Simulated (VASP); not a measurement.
Ge, 1 atom in the cell. Symmetry: P6/mmm, No. 191, hexagonal system. Conventional cell: a = 2.294 Å, b = 2.294 Å, c = 2.147 Å, α = 90.00°, β = 90.00°, γ = 120.00°. Ge (site symmetry 6/mmm) has 8 Ge at 2.15 to 2.29 Å within 2.8 Å. This isn't the form of Ge at room conditions, which is diamond.

```yaml
Program: VASP 6.6.1
Task: relaxation of cell and atoms
Functional: PBE
Potentials_or_basis: VASP PAW PBE potentials, release 64 (Ge_d)
Cutoff: 600 eV
k_mesh: 19 × 19 × 18
Occupations: fermi-dirac, width 0.05 eV
Spin: no spin polarisation
Target_pressure: 220 GPa
Dipole_correction: no
Further_INCAR_settings: ALGO = Normal; EDIFF = 1e-06; IBRION = 2; EDIFFG = -0.005; NSW = 32; ISIF = 3
```

Potentials or basis: VASP PAW PBE potentials, release 64 (Ge_d).

Launch:

```console
$ cat potpaw_PBE.64/Ge_d/POTCAR > POTCAR
$ mpirun -np 1 vasp_std > vasp.out
```

Hardware: 1 thread of AMD EPYC 9R45 (Zen 5), with other jobs on the host.

Q: How long does it take, and how much memory?

A: Run time: 70 s on 1 thread of AMD EPYC 9R45 (Zen 5), on a shared host, peak memory 0.13 GiB. Counts: scf iterations 37, k points 400, ion steps 8.
